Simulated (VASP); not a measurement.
Runs of VASP 6.6.1 on Ti. The structure is that of space group P6/mmm (No. 191), or close to it. The cells are those of the table. This isn't the form of Ti at room conditions, which is hcp.

```csv
cell,gap on the mesh (eV),pressure (GPa)
"a = 4.477, b = 4.477, c = 2.849 Å, angles 90.0, 90.0, 120.0°, 3 atoms",none,(b)
"a = 4.522, b = 4.522, c = 2.836 Å, angles 90.0, 90.0, 120.0°, 3 atoms",none,2.3
"a = 4.431, b = 4.431, c = 2.875 Å, angles 90.0, 90.0, 120.0°, 3 atoms",none,5.7
"a = 4.522, b = 4.522, c = 2.842 Å, angles 90.0, 90.0, 120.0°, 3 atoms",none,2.0
"a = 4.431, b = 4.431, c = 2.863 Å, angles 90.0, 90.0, 120.0°, 3 atoms",none,6.3
"a = 4.477, b = 4.477, c = 2.858 Å, angles 90.0, 90.0, 120.0°, 3 atoms",none,(a)
```

Alike in all rows: task single point; level r2SCAN; potentials or basis VASP PAW PBE potentials, release 64 (Ti_sv); no spin polarisation; k mesh 12 × 12 × 18; cutoff (eV) 520; smearing gaussian 0.1 eV.

Q: Fill in the values left out.

A: (a) 3.8; (b) 4.3.

Caveats: the PAW data sets were made with another functional, which shifts forces and pressure a little; the stress differs along the axes, from 0 to 6 GPa (at least some runs); the stress differs along the axes, from -1 to 9 GPa (at least some runs); the stress differs along the axes, from 0 to 9 GPa (at least some runs); the stress differs along the axes, from -1 to 6 GPa (at least some runs).

A gap of «none» marks levels without a gap at the run's occupations.
